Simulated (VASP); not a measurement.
# WC (P-6m2) in VASP: notebook

WC is run at these levels: PBE; tasks: density of states, vibrations by perturbation theory.

Everything below comes from runs of VASP 6.6.1. Logs are shortened: lines on timing, memory, paths and dates and some standing lists are left out, and cuts for length are marked.

### 1 The cell of the first run

The structure is hexagonal, space group P-6m2 (No. 187). The conventional cell has a = 2.922 Å, b = 2.922 Å, c = 2.847 Å, α = 90.00°, β = 90.00°, γ = 120.00°. Within 2.9 Å of W (site symmetry -6m2) lie 6 C at 2.21 Å and 2 W at 2.85 Å. C (site symmetry -6m2) has 6 W at 2.21 Å and 2 C at 2.85 Å within 2.9 Å.

### 2 Density of states, PBE

Contents of POSCAR:

```
WC
1.0
    2.9216789051      0.0000000000      0.0000000000
   -1.4608394526      2.5302481535      0.0000000000
    0.0000000000      0.0000000000      2.8470525974
W C
1 1
Direct
    0.0000000000      0.0000000000      0.0000000000
    0.6666666667      0.3333333333      0.5000000000
```

Contents of INCAR.step1:

```
PREC     = Accurate       # precision mode
ENCUT    = 520            # plane-wave cutoff, eV
EDIFF    = 1E-6           # SCF threshold, eV
ISMEAR   = 0              # smearing method
SIGMA    = 0.1            # smearing width, eV
LREAL    = F              # projectors in reciprocal space
LASPH    = T              # aspherical terms in the spheres
NELM     = 80             # most SCF steps
ALGO     = Normal         # electronic algorithm
ISIF     = 2              # what is computed and relaxed
LWAVE    = F              # write WAVECAR
LCHARG   = T              # write CHGCAR
LMAXMIX  = 4              # l up to which the mixer works
GGA      = PE             # functional
NBANDS   = 16             # bands
```

Contents of KPOINTS.step1:

```
regular mesh
0
Gamma
  18 18 14
```

Contents of INCAR.step2:

```
PREC     = Accurate       # precision mode
ENCUT    = 520            # plane-wave cutoff, eV
EDIFF    = 1E-6           # SCF threshold, eV
ISMEAR   = -5             # smearing method
SIGMA    = 0.1            # smearing width, eV
LREAL    = F              # projectors in reciprocal space
LASPH    = T              # aspherical terms in the spheres
NELM     = 80             # most SCF steps
ALGO     = Normal         # electronic algorithm
ISIF     = 2              # what is computed and relaxed
LWAVE    = F              # write WAVECAR
LCHARG   = F              # write CHGCAR
LMAXMIX  = 4              # l up to which the mixer works
GGA      = PE             # functional
LORBIT   = 10             # projections on sites
NEDOS    = 1001           # points of the DOS
ICHARG   = 11             # starting density
```

Contents of KPOINTS.step2:

```
regular mesh
0
Gamma
  27 27 21
```

Potentials or basis: VASP PAW PBE potentials, release 64 (W_sv, C).

Launch:

```bash
> cat potpaw_PBE.64/W_sv/POTCAR potpaw_PBE.64/C/POTCAR > POTCAR
> cp INCAR.step1 INCAR
> cp KPOINTS.step1 KPOINTS
> mpirun -np 1 vasp_std > vasp.out
> cp INCAR.step2 INCAR
> cp KPOINTS.step2 KPOINTS
> mpirun -np 1 vasp_std > vasp.out
```

OUTCAR:

```text
PREC = Accurate
   ENCUT = 520
   EDIFF = 1E-6
   ISMEAR = -5
   LREAL = F
   LASPH = T
   NELM = 80
   ISIF = 2
   GGA = PE
   LORBIT = 10
   ICHARG = 11

 ion  position               nearest neighbor table
   1  0.000  0.000  0.000-   2 2.21   2 2.21   2 2.21   2 2.21   2 2.21   2 2.21
   2  0.667  0.333  0.500-   1 2.21   1 2.21   1 2.21   1 2.21   1 2.21   1 2.21

  LATTYP: Found a hexagonal cell.
 ALAT       =     2.9216789051
 C/A-ratio  =     0.9744577313

  Lattice vectors:

 A1 = (   2.9216789051,   0.0000000000,   0.0000000000)
 A2 = (  -1.4608394526,   2.5302481535,   0.0000000000)
 A3 = (   0.0000000000,   0.0000000000,   2.8470525974)

Analysis of symmetry for initial positions (statically):
=====================================================================
 Subroutine PRICEL returns:
 Original cell was already a primitive cell.

 Routine SETGRP: Setting up the symmetry group for a
 hexagonal supercell.

 Subroutine GETGRP returns: Found 12 space group operations
 (whereof 12 operations were pure point group operations)
 out of a pool of 24 trial point group operations.

The static configuration has the point symmetry D_3h.

Analysis of symmetry for dynamics (positions and initial velocities):
=====================================================================
 Subroutine PRICEL returns:
 Original cell was already a primitive cell.

 Routine SETGRP: Setting up the symmetry group for a
 hexagonal supercell.

 Subroutine GETGRP returns: Found 12 space group operations
 (whereof 12 operations were pure point group operations)
 out of a pool of 24 trial point group operations.

The dynamic configuration has the point symmetry D_3h.

 Subroutine INISYM returns: Found 12 space group operations
 (whereof 12 operations are pure point group operations),
 and found     1 'primitive' translations

----------------------------------------------------------------------------------------

                                     Primitive cell

  volume of cell :      21.0470

  direct lattice vectors                    reciprocal lattice vectors
     2.921678905  0.000000000  0.000000000     0.342268960  0.197609076  0.000000000
    -1.460839453  2.530248154  0.000000000     0.000000000  0.395218152  0.000000000
     0.000000000  0.000000000  2.847052597     0.000000000  0.000000000  0.351240438

  length of vectors
     2.921678905  2.921678905  2.847052597     0.395218152  0.395218152  0.351240438

  position of ions in fractional coordinates (direct lattice)
     0.000000000  0.000000000  0.000000000
     0.666666667  0.333333333  0.500000000

  ion indices of the primitive-cell ions
   primitive index   ion index
                 1           1
                 2           2

----------------------------------------------------------------------------------------

 KPOINTS: regular mesh

Automatic generation of k-mesh.
 Grid dimensions read from file:
 generate k-points for:   27   27   21

 Generating k-lattice:

  Cartesian coordinates                     Fractional coordinates (reciprocal lattice)
     0.012676628  0.007318855  0.000000000     0.037037037 -0.000000000  0.000000000
     0.000000000  0.014637709  0.000000000     0.000000000  0.037037037  0.000000000
     0.000000000  0.000000000  0.016725735     0.000000000  0.000000000  0.047619048

  Length of vectors
     0.014637709  0.014637709  0.016725735

  Shift w.r.t. Gamma in fractional coordinates (k-lattice)
     0.000000000  0.000000000  0.000000000

 TETIRR: Found  15156 inequivalent tetrahedra from    91854

 Subroutine IBZKPT returns following result:
 ===========================================

 Found    825 irreducible k-points:

 Following reciprocal coordinates:
            Coordinates               Weight
  0.000000  0.000000  0.000000      1.000000
  0.037037  0.000000  0.000000      6.000000
  0.074074  0.000000  0.000000      6.000000
  0.111111  0.000000  0.000000      6.000000
  0.148148  0.000000  0.000000      6.000000
  0.185185  0.000000  0.000000      6.000000
[... 16 lines left out ...]
  0.333333  0.037037  0.000000     12.000000
  0.370370  0.037037  0.000000     12.000000
 [... further k-points ...]
   k-points           NKPTS =    825   k-points in BZ     NKDIM =    825   number of bands    NBANDS=     13
   number of dos      NEDOS =   1001   number of ions     NIONS =      2
   total plane-waves  NPLWV =  13824
   dimension x,y,z NGX =    24 NGY =   24 NGZ =   24
   dimension x,y,z NGXF=    48 NGYF=   48 NGZF=   48
   ions per type =               1   1
   NGX,Y,Z   is equivalent  to a cutoff of  13.66, 13.66, 14.01 a.u.
   NGXF,Y,Z  is equivalent  to a cutoff of  27.31, 27.31, 28.03 a.u.
 SYSTEM =  unknown system
   PREC   = accura    normal or accurate (medium, high low for compatibility)
   ISTART =      0    job   : 0-new  1-cont  2-samecut
   ICHARG =     11    charge: 1-file 2-atom 10-const
   ISPIN  =      1    spin polarized calculation?
   LNONCOLLINEAR =      F non collinear calculations
   LSORBIT =      F    spin-orbit coupling
   LASPH  =      T    aspherical Exc in radial PAW
   ENCUT  =  520.0 eV  38.22 Ry    6.18 a.u.   5.43  5.43  5.29*2*pi/ulx,y,z
   NELM   =     80;   NELMIN=  2; NELMDL=  0     # of ELM steps
   EDIFF  = 0.1E-05   stopping-criterion for ELM
   LREAL  =      F    real-space projection
   EDIFFG = 0.1E-04   stopping-criterion for IOM
   NSW    =      0    number of steps for IOM
   IBRION =     -1    ionic relax: 0-MD 1-quasi-New 2-CG
   NFREE  =      0    steps in history (QN), initial steepest desc. (CG)
   ISIF   =      2    stress and relaxation
   ISYM   =      2    0-nonsym 1-usesym 2-fastsym
   POTIM  = 0.5000    time-step for ionic-motion
   TEBEG  =    0.0;   TEEND  =   0.0 temperature during run
   PSTRESS=    0.0 pullay stress
   NELECT =      18.0000    total number of electrons
   NUPDOWN=      -1.0000    fix difference up-down
   EMIN   =  10.00;   EMAX   =-10.00  energy-range for DOS
   EFERMI =   0.00;   METHOD = LEGACY
   ISMEAR =    -5;   SIGMA  =   0.10  broadening in eV -4-tet -1-fermi 0-gaus
   EFERMI_NEDOS =   21; number of points for ismear=-14 and -15
   IALGO  =     38    algorithm
   IMIX   =      4    mixing-type and parameters
     AMIX     =   0.40;   BMIX     =  1.00
     AMIX_MAG =   1.60;   BMIX_MAG =  1.00
  volume/ion in A,a.u.               =      10.52        71.02
  Fermi-wavevector in a.u.,A,eV,Ry     =   1.553944  2.936528 32.854549  2.414741
  Thomas-Fermi vector in A             =   2.658101
   LORBIT       =     10    0 simple, 1 ext, 2 COOP (PROOUT), +10 PAW based schemes
   GGA     = PE    functional components
   LHFCALC =     F    Hartree Fock is set to
   AEXX    =    0.0000 exact exchange contribution
   IVDW    =     0    specifies the selected vdW correction
   LEPSILON=     F    determine dielectric tensor
   LRPA    =     F    only Hartree local field effects (RPA)
 non-spin polarized calculation
 Fermi weights with tetrahedron method with Bloechl corrections
  energy-cutoff  :      520.00
  volume of cell :       21.05
 maximum number of plane-waves:       587
 NGX is ok and might be reduce to    24

 number of electron      18.0000000 magnetization

 Free energy of the ion-electron system (eV)
  ---------------------------------------------------
  ext. energy  EPLUGINS =         0.00000000
  ---------------------------------------------------
  free energy    TOTEN  =       -22.44887879 eV

  energy without entropy =      -22.44887879  energy(sigma->0) =      -22.44887879

 E-fermi :  10.8573     XC(G=0): -13.7212

 val. band max:       10.9022849276   @ k =   0.3333   0.2222   0.0000
 cond. band min:      10.8528578663   @ k =   0.0741   0.0741   0.4762
 fundamental gap:     -0.0494270613
 Fermi energy:        10.8572536844

 k-point     1 :       0.0000    0.0000    0.0000
  band No.  band energies     occupation
      1     -63.1558      2.00000
      2     -27.1323      2.00000
      3     -27.0418      2.00000
      4     -27.0418      2.00000
      5      -3.4641      2.00000
      6       6.6474      2.00000
      7       7.5937      2.00000
      8       7.5937      2.00000
      9      10.9784     -0.70459
     10      14.0505      0.00000
     11      14.0505      0.00000
     12      16.4298      0.00000
     13      16.4298      0.00000

 k-point     2 :       0.0370    0.0000    0.0000
  band No.  band energies     occupation
      1     -63.1551      2.00000
      2     -27.1309      2.00000
      3     -27.0527      2.00000
      4     -27.0443      2.00000
      5      -3.4284      2.00000
      6       6.6622      2.00000
      7       7.5381      2.00000
      8       7.6270      2.00000
      9      10.8599      1.44110
     10      14.0376      0.00000
     11      14.1814      0.00000
     12      16.3498      0.00000
     13      16.4036      0.00000

 k-point     3 :       0.0741    0.0000    0.0000
  band No.  band energies     occupation
      1     -63.1529      2.00000
      2     -27.1267      2.00000
      3     -27.0849      2.00000
      4     -27.0516      2.00000
      5      -3.3227      2.00000
      6       6.6881      2.00000
      7       7.3990      2.00000
      8       7.7256      2.00000
      9      10.5564      2.00020
     10      13.9998      0.00000
     11      14.5203      0.00000
     12      16.1309      0.00000
     13      16.3288      0.00000
[... 305 lines left out ...]
 k-point    23 :       0.3333    0.0370    0.0000
  band No.  band energies     occupation
      1     -63.1123      2.00000
      2     -27.6610      2.00000
      3     -27.1924      2.00000
      4     -27.0484      2.00000
      5      -0.9957      2.00000
      6       4.5266      2.00000
      7       7.7273      2.00000
      8       7.8001      2.00000
      9       9.7786      2.00000
     10      13.2862      0.00000
     11      14.4828      0.00000
     12      15.4508      0.00000
     13      17.4664      0.00000

 k-point    24 :       0.3704    0.0370    0.0000
  band No.  band energies     occupation
      1     -63.1077      2.00000
      2     -27.7226      2.00000
      3     -27.2079      2.00000
      4     -27.0395      2.00000
      5      -0.6636      2.00000
      6       4.2780      2.00000
      7       7.6029      2.00000
      8       7.6138      2.00000
      9      10.0412      2.00000
     10      13.2127      0.00000
     11      14.7212      0.00000
     12      15.4512      0.00000
     13      17.6040      0.00000

 [... further k-points ...]
[... 5 lines left out ...]
  --------------------------------------------------------------------------------------
  -------------------------------------------------------------------------------------
  Total        0.1201778      0.1201778      0.1501109     -0.0000000     -0.0000000     -0.0000000
  in kB        9.1483738      9.1483738     11.4269890     -0.0000000     -0.0000000     -0.0000000
  external PRESSURE =       9.9079122 kB  Pullay stress =       0.0000000 kB

 VOLUME and BASIS-vectors are now :
 -----------------------------------------------------------------------------
  energy-cutoff  :      520.00
  volume of cell :       21.05
      direct lattice vectors                 reciprocal lattice vectors
     2.921678905  0.000000000  0.000000000     0.342268960  0.197609076  0.000000000
    -1.460839453  2.530248154  0.000000000     0.000000000  0.395218152  0.000000000
     0.000000000  0.000000000  2.847052597     0.000000000  0.000000000  0.351240438

 POSITION                                       TOTAL-FORCE (eV/Angst)
 -----------------------------------------------------------------------------------
      0.00000      0.00000      0.00000        -0.000000      0.000000      0.000000
      1.46084      0.84342      1.42353         0.000000     -0.000000      0.000000
 -----------------------------------------------------------------------------------
    total drift:                               -0.000004      0.000003      0.000000

  FREE ENERGIE OF THE ION-ELECTRON SYSTEM (eV)
  ---------------------------------------------------
  free  energy   TOTEN  =       -22.4488787923 eV

  energy  without entropy=      -22.4488787923  energy(sigma->0) =      -22.44887879

 total charge

# of ion       s       p       d       tot
------------------------------------------
    1        2.345   6.415   3.378  12.138
    2        0.853   1.565   0.000   2.418
--------------------------------------------------
tot          3.198   7.979   3.378  14.556
```

Wall time 60 s (1 thread of Intel Xeon 6975P-C (Granite Rapids), shared host); peak memory 0.37 GiB.

Results:

| Item | Value |
| --- | --- |
| Valence electrons inside the program's atomic spheres | W 12.14; C 2.42 |

Caveat: spin-orbit coupling is left out, which moves the levels of the heavy elements; tetrahedron occupations give inexact forces and stress in metals.

### 3 Vibrations by perturbation theory, PBE

Contents of INCAR:

```
SYSTEM = WC
  ALGO = Normal
  EDIFF = 1E-8
  ENCUT = 520
  GGA = PE
  IBRION = 8
  ISIF = 2
  ISMEAR = -1
  LASPH = .TRUE.
  LCHARG = .TRUE.
  LREAL = .FALSE.
  LWAVE = .FALSE.
  NBANDS = 16
  NELM = 80
  NSW = 1
  PREC = Accurate
  SIGMA = 0.15
```

Contents of KPOINTS:

```
k-points
0
G
  18 18 14
  0 0 0
```

Contents of POSCAR:

```
WC
1.0
    2.9227909904      0.0000000000      0.0000000000
   -1.4613954952      2.5312112476      0.0000000000
    0.0000000000      0.0000000000      2.8458369296
W C
1 1
Direct
    0.0000000000      0.0000000000      0.0000000000
    0.6666666667      0.3333333333      0.5000000000
```

Potentials or basis: VASP PAW PBE potentials, release 64 (W_sv, C).

Launch:

```bash
> cat potpaw_PBE.64/W_sv/POTCAR potpaw_PBE.64/C/POTCAR > POTCAR
> mpirun -np 1 vasp_std > vasp.out
```

OUTCAR:

```text
SYSTEM = WC
   EDIFF = 1E-8
   ENCUT = 520
   GGA = PE
   IBRION = 8
   ISIF = 2
   ISMEAR = -1
   LASPH = .TRUE.
   LREAL = .FALSE.
   NELM = 80
   NSW = 1
   PREC = Accurate

 ion  position               nearest neighbor table
   1  0.000  0.000  0.000-   2 2.21   2 2.21   2 2.21   2 2.21   2 2.21   2 2.21
   2  0.667  0.333  0.500-   1 2.21   1 2.21   1 2.21   1 2.21   1 2.21   1 2.21

  LATTYP: Found a hexagonal cell.
 ALAT       =     2.9227909904
 C/A-ratio  =     0.9736710353

  Lattice vectors:

 A1 = (   2.9227909904,   0.0000000000,   0.0000000000)
 A2 = (  -1.4613954952,   2.5312112476,   0.0000000000)
 A3 = (   0.0000000000,   0.0000000000,   2.8458369296)

Analysis of symmetry for initial positions (statically):
=====================================================================
 Subroutine PRICEL returns:
[... 697 lines left out ...]
------------------------ aborting loop because EDIFF is reached ----------------------------------------

 INTERNAL STRAIN TENSOR  FOR ION    2  DIRECTION 3   (eV/Angst):
 -----------------------------------------------------------------------------
     0.01309  0.00000  0.00000
     0.00000  0.01309 -0.00000
     0.00000  0.00000 -0.01975

 INTERNAL STRAIN TENSOR FOR ION    2 for displacements in x,y,z  (eV/Angst):
          X           Y           Z          XY          YZ          ZX
  --------------------------------------------------------------------------------
  x     0.00000    -0.00000     0.00000    -4.85611     0.00000     0.00000
  y    -4.85611     4.85611     0.00000     0.00000     0.00000     0.00000
  z     0.00000     0.00000     0.00000     0.00000     0.00000     0.00000

 SECOND DERIVATIVES (NOT SYMMETRIZED)
 ------------------------------------
               1X          1Y          1Z          2X          2Y          2Z
  1X   -15.180979    0.000000    0.000000   15.180979    0.000000    0.000000
  1Y     0.000000  -15.180979    0.000000    0.000000   15.180979    0.000000
  1Z    -0.000000    0.000000  -13.353310    0.000000    0.000000   13.353310
  2X    15.181364    0.000000    0.000000  -15.181364    0.000000    0.000000
  2Y     0.000000   15.181364    0.000000    0.000000  -15.181364    0.000000
  2Z    -0.000000    0.000000   13.355281    0.000000    0.000000  -13.355281

 Eigenvectors and eigenvalues of the dynamical matrix
 ----------------------------------------------------

   1 f  =   18.140881 THz   113.982517 2PiTHz  605.114654 cm-1    75.024621 meV
             X         Y         Z           dx          dy          dz
      0.000000  0.000000  0.000000     0.247634    0.000001   -0.000000
      1.461395  0.843737  1.422918    -0.968854   -0.000005   -0.000000
[... 21 lines left out ...]
   6 f/i=    0.000301 THz     0.001893 2PiTHz    0.010048 cm-1     0.001246 meV
             X         Y         Z           dx          dy          dz
      0.000000  0.000000  0.000000    -0.000000   -0.000000    0.968857
      1.461395  0.843737  1.422918    -0.000000   -0.000000    0.247620

--------------------------------------------------------------------------------------------------------

 ELASTIC MODULI CONTR FROM IONIC RELAXATION (kBar)
 Direction    XX          YY          ZZ          XY          YZ          ZX
 --------------------------------------------------------------------------------
 XX         -92.4897     92.4897      0.0000      0.0000      0.0000      0.0000
 YY          92.4897    -92.4897      0.0000     -0.0000      0.0000      0.0000
 ZZ           0.0000      0.0000      0.0000      0.0000      0.0000      0.0000
 XY           0.0000     -0.0000      0.0000    -92.4897      0.0000      0.0000
 YZ           0.0000      0.0000      0.0000      0.0000      0.0000      0.0000
 ZX           0.0000      0.0000      0.0000      0.0000      0.0000      0.0000
 --------------------------------------------------------------------------------
```

stdout:

```text
POSCAR found type information on POSCAR W C
 POSCAR found :  2 types and       2 ions
 scaLAPACK will be used
 LDA part: xc-table for (Slater+PW92), standard interpolation
 POSCAR, INCAR and KPOINTS ok, starting setup
 FFT: planning ... GRIDC
 FFT: planning ... GRID_SOFT
 FFT: planning ... GRID
 WAVECAR not read
 entering main loop
 Linear response reoptimize wavefunctions to high precision
 Linear response DOF=           4
 Linear response progress:
 first order change of Fermi-energy  -0.58705E-04
 force on displaced ion       1 direction 1 : -15.181   0.001   0.000
 Linear response progress:
 first order change of Fermi-energy  -0.56389E-03
 force on displaced ion       1 direction 3 :   0.000  -0.000 -13.353
 Linear response progress:
 first order change of Fermi-energy   0.70019E-05
 force on displaced ion       2 direction 1 : -15.181   0.002   0.000
 Linear response progress:
 first order change of Fermi-energy   0.27103E-03
 force on displaced ion       2 direction 3 :  -0.000   0.000 -13.355
 Linear response finished
```

Wall time 41 min (1 thread of Oxide Virtual Turin-like, shared host); peak memory 0.9 GiB.

Results:

```yaml
Highest_phonon_frequency_at_Γ_LO-TO_splitting_left_out: 605 cm⁻¹
```

Phonon frequencies in cm⁻¹ (negative: imaginary):
| q point | frequencies |
| --- | --- |
| (0.000, 0.000, 0.000) | 0 0 0 568 605 605 |

Caveat: the cell wasn't relaxed at this level first, which shifts response properties; spin-orbit coupling is left out, which moves the levels of the heavy elements.
